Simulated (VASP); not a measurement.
Crystal: ZnSi2N2.

```
Zn Si N
1.0
     3.81249    0.00000    0.00000
    -1.90624    3.30171    0.00000
     0.00000    0.00000    6.27180
Zn Si N
1 2 2
Cartesian
  0.0000 0.0000 0.0000
  0.0000 2.2011 3.8885
  1.9062 1.1006 2.3833
  0.0000 2.2011 1.6307
  1.9062 1.1006 4.6411
```

The cell was generated, and may not be a known phase.

| Quantity | Value |
| --- | --- |
| Program | VASP 6.6.1 |
| Task | relaxation of cell and atoms |
| Functional | PBE |
| Potentials or basis | VASP PAW PBE potentials, release 64 (Zn, Si, N) |
| Cutoff | 600 eV |
| k mesh | 6 × 6 × 4 |
| Occupations | gaussian, width 0.1 eV |
| Spin | no spin polarisation |

At the start: pressure -13.5 GPa; volume 15.79 Å³/atom.

Where does the relaxation end?

Over 42 steps the energy falls by 1519.6 meV/atom and the volume is 12.23 Å³/atom (-22.6 %); space group P-3m1 (No. 164, to 0.1 Å) before and after.

Step by step:
| step | energy change (eV) | largest force (eV/Å) | pressure (GPa) | volume (Å³) |
| --- | --- | --- | --- | --- |
| 1 | 0.0000 | 1.9797 | -13.50 | 78.95 |
| 3 | -1.5546 | 2.1487 | 9.35 | 58.88 |
| 5 | -0.6809 | 8.6322 | 39.76 | 51.77 |
| 7 | -2.9138 | 2.4336 | 22.35 | 53.63 |
| 9 | -3.8108 | 0.2247 | 5.37 | 56.94 |
| 11 | -4.1806 | 1.1370 | -0.14 | 58.14 |
| 13 | -5.7255 | 2.3500 | -5.40 | 60.15 |
| 15 | -6.4825 | 1.6164 | 5.22 | 57.18 |
| 17 | -6.6888 | 1.9797 | 0.81 | 58.86 |
| 19 | -6.9675 | 1.7054 | -2.75 | 60.50 |
| 21 | -7.0719 | 1.5824 | -5.83 | 64.12 |
| 23 | -7.3058 | 1.1512 | 4.36 | 59.83 |
| 25 | -7.4487 | 0.8805 | -0.06 | 60.36 |
| 27 | -7.5435 | 0.2215 | -0.45 | 59.37 |
| 29 | -7.5623 | 0.1137 | 2.49 | 58.85 |
| 31 | -7.5762 | 0.1365 | 1.52 | 59.58 |
| 33 | -7.5835 | 0.1936 | -0.18 | 60.67 |
| 35 | -7.5906 | 0.1930 | -0.69 | 61.03 |
| 37 | -7.5953 | 0.0878 | 0.63 | 60.58 |
| 39 | -7.5964 | 0.0626 | 0.00 | 60.78 |
| 41 | -7.5974 | 0.0547 | 0.10 | 60.99 |
| 42 | -7.5978 | 0.0332 | -0.05 | 61.13 |

Final structure:
```cif
data_structure
_symmetry_space_group_name_H-M 'P 1'
_symmetry_Int_Tables_number 1
_cell_length_a 2.8735
_cell_length_b 2.8735
_cell_length_c 8.5485
_cell_angle_alpha 90.000
_cell_angle_beta 90.000
_cell_angle_gamma 120.000
_cell_volume 61.13
loop_
_atom_site_label
_atom_site_type_symbol
_atom_site_fract_x
_atom_site_fract_y
_atom_site_fract_z
_atom_site_occupancy
Zn1 Zn 0.00000 0.00000 0.00000 1
Si1 Si 0.33333 0.66667 0.73478 1
Si2 Si 0.66667 0.33333 0.26522 1
N1 N 0.33333 0.66667 0.33530 1
N2 N 0.66667 0.33333 0.66470 1
```

Caveat: the volume moved by over 15 % at a fixed basis, so the end points are rough.
